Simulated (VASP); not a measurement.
Set up this calculation in VASP 6.6.1, as the native input.

| Quantity | Value |
| --- | --- |
| Task | single point |
| Functional | PBEsol |
| Potentials or basis | VASP PAW PBE potentials, release 64 (K_sv) |
| Cutoff | 520 eV |
| k mesh | 7 × 7 × 7 |
| Occupations | fermi-dirac, width 0.15 eV |
| Spin | no spin polarisation |
| Dipole correction | no |
| Further INCAR settings | ALGO = Normal; EDIFF = 1e-07; NBANDS = 16 |

The structure of K lies in POSCAR:

```
K
1.0
   -2.2081090000      2.2081090000      8.0458680000
    2.2081090000     -2.2081090000      8.0458680000
    2.2081090000      2.2081090000     -8.0458680000
K
2
Direct
    0.2500000000      0.7500000000      0.5000000000
    0.5000000000      0.5000000000      0.0000000000
```

One way to write it, as run:

INCAR

```
SYSTEM = K
ALGO = Normal
EDIFF = 1E-7
ENCUT = 520
GGA = PS
ISIF = 2
ISMEAR = -1
LASPH = .True.
LCHARG = .False.
LREAL = .False.
LWAVE = .False.
NBANDS = 16
NELM = 80
PREC = Accurate
SIGMA = 0.15
```

KPOINTS

```
k-points
0
Gamma
  7 7 7
  0 0 0
```

Potentials or basis: VASP PAW PBE potentials, release 64 (K_sv).

The run is started by

```console
$ cat potpaw_PBE.64/K_sv/POTCAR > POTCAR
$ mpirun -np 1 vasp_std > vasp.out
```

Results of the run:

```json
{"Pressure": "-0.2 GPa", "Band gap on the k mesh": "zero (band 9 reaches 0.74 eV, above the bottom of band 10 at -1.54 eV)"}
```

Caveat: the PAW data sets were made with another functional, which shifts forces and pressure a little.

Wall time 2.6 min on 1 thread of AMD EPYC 9R14 (Zen 4), with other jobs on the host, peak memory 0.53 GiB.
